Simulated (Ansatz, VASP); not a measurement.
**Ga4S in VASP and in Ansatz**

INCAR

```
PREC     = Accurate       # precision mode
ENCUT    = 600            # plane-wave cutoff, eV
EDIFF    = 1E-7           # SCF threshold, eV
ISMEAR   = 0              # smearing method
SIGMA    = 0.1            # smearing width, eV
LREAL    = F              # projectors in reciprocal space
LASPH    = T              # aspherical terms in the spheres
NELM     = 60             # most SCF steps
ALGO     = Normal         # electronic algorithm
ISIF     = 3              # what is computed and relaxed
LWAVE    = F              # write WAVECAR
LCHARG   = F              # write CHGCAR
GGA      = PE             # functional
IBRION   = 2              # ionic algorithm
NSW      = 90             # ionic steps
EDIFFG   = -0.04          # ionic threshold
```

File KPOINTS:

```
Automatic mesh
0
Gamma
  4 4 4
```

The input POSCAR:

```
Ga4S
1.0
    4.6404180500      0.0000000000      0.0000000000
    0.0000000000      4.6404180500      0.0000000000
    0.0000000000      0.0000000000      4.6404180500
Ga S
4 1
Direct
    0.0000000000      0.0000000000      0.0000000000
    0.5000000000      0.5000000000      0.0000000000
    0.5000000000      0.0000000000      0.5000000000
    0.0000000000      0.5000000000      0.5000000000
    0.5000000000      0.5000000000      0.5000000000
```

Input for Ansatz:

```yaml
crystal:
  lattice:
    - [4.64041805, 0.0, 0.0]
    - [0.0, 4.64041805, 0.0]
    - [0.0, 0.0, 4.64041805]
  atoms:
    - { symbol: Ga, position: [0.0, 0.0, 0.0] }
    - { symbol: Ga, position: [0.5, 0.5, 0.0] }
    - { symbol: Ga, position: [0.5, 0.0, 0.5] }
    - { symbol: Ga, position: [0.0, 0.5, 0.5] }
    - { symbol: S, position: [0.5, 0.5, 0.5] }
basis:
  ecutwfc: 420
kpoints:
  mp_grid: { grid: [4, 4, 4] }
hamiltonian:
  xc: pbe
scf:
  occupations: { method: gaussian, width: 0.1 }
  lower_state_search: "off"
output:
  forces: true
  stress: true
  eigenvalues: true
relax:
  adjacent_minimum: "off"
  f_tol: 0.04
  max_steps: 70
  cell: { stress_tol: 0.4 }
```

Change from the starting cell: species swapped into the Mn4N type (Pm-3m, No. 221).

Alike in both runs: task relaxation of cell and atoms; functional PBE; k mesh 4 × 4 × 4; occupations gaussian, width 0.1 eV; no spin polarisation.

|  | VASP | Ansatz |
| --- | --- | --- |
| version | VASP 6.6.1 | Ansatz 0.2.0 |
| potentials or method | VASP PAW PBE potentials, release 64 (Ga_d, S), cutoff 600 eV | scalar-relativistic, plane waves, PAW |
| valence electrons in the cell | 58 | 58 |

|  | VASP | Ansatz | Ansatz less VASP |
| --- | --- | --- | --- |
| gap on the k mesh at the Fermi level, each at its own relaxed structure (eV) | none | none | - |
| relaxed volume (Å³/atom) | 23.50 | 23.40 | -0.100 |
| relaxed cell length with the largest relative difference (Å) | 4.898 | 4.891 | -0.0070 |

A gap of «none» marks a metal or a gap that the smearing closes.

Noted on VASP's run: the volume moved by over 15 % at a fixed basis, so the end points are rough.
